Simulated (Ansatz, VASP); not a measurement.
One calculation of Sc, two programs

File INCAR:

```
PREC = Accurate
ENCUT = 520
EDIFF = 1E-6
ISMEAR = -1
SIGMA = 0.03
LREAL = False
LASPH = True
NELM = 60
ALGO = Normal
ISIF = 2
LWAVE = False
LCHARG = False
NBANDS = 12
```

Contents of KPOINTS:

```
Automatic mesh
0
Gamma
  13 13 13
```

POSCAR

```
Sc
1.0
    0.0000000000      2.3097180993      2.3097180993
    2.3097180993      0.0000000000      2.3097180993
    2.3097180993      2.3097180993      0.0000000000
Sc
1
Direct
    0.0000000000      0.0000000000      0.0000000000
```

Input for Ansatz:

```yaml
crystal:
  lattice:
    - [0.0, 2.3097180993, 2.3097180993]
    - [2.3097180993, 0.0, 2.3097180993]
    - [2.3097180993, 2.3097180993, 0.0]
  atoms:
    - { symbol: Sc, position: [0.0, 0.0, 0.0] }
kpoints:
  mp_grid: { grid: [13, 13, 13] }
  band_path:
    path:
      - [0.0, 0.0, 0.0]
      - [0.5, 0.0, 0.5]
      - [0.625, 0.25, 0.625]
      - [0.375, 0.375, 0.75]
      - [0.0, 0.0, 0.0]
      - [0.5, 0.5, 0.5]
      - [0.5, 0.25, 0.75]
      - [0.5, 0.0, 0.5]
    npoints: 5
scf:
  occupations: { method: fermi_dirac, width: 0.03 }
hamiltonian:
  xc: lda
  pseudopotentials: { kind: all_electron, lapw: { basis_error: 0.00025 } }
output:
  forces: true
  stress: true
  eigenvalues: true
```

Alike in both runs: task single point; functional LDA; k mesh 13 × 13 × 13; occupations fermi-dirac, width 0.03 eV; no spin polarisation.

|  | VASP | Ansatz |
| --- | --- | --- |
| version | VASP 6.6.1 | Ansatz 0.2.0 |
| potentials or method | VASP PAW LDA potentials, release 64 (Sc_sv), cutoff 520 eV | all-electron LAPW, scalar-relativistic |

```tsv
	VASP	Ansatz	Ansatz less VASP
pressure (GPa)	-4.9	-4.9	-0.04
```

LDA's correlation is that of Perdew and Zunger in VASP and of Perdew and Wang (1992) in Ansatz. Ansatz ran all-electron here, and VASP with PAW potentials.
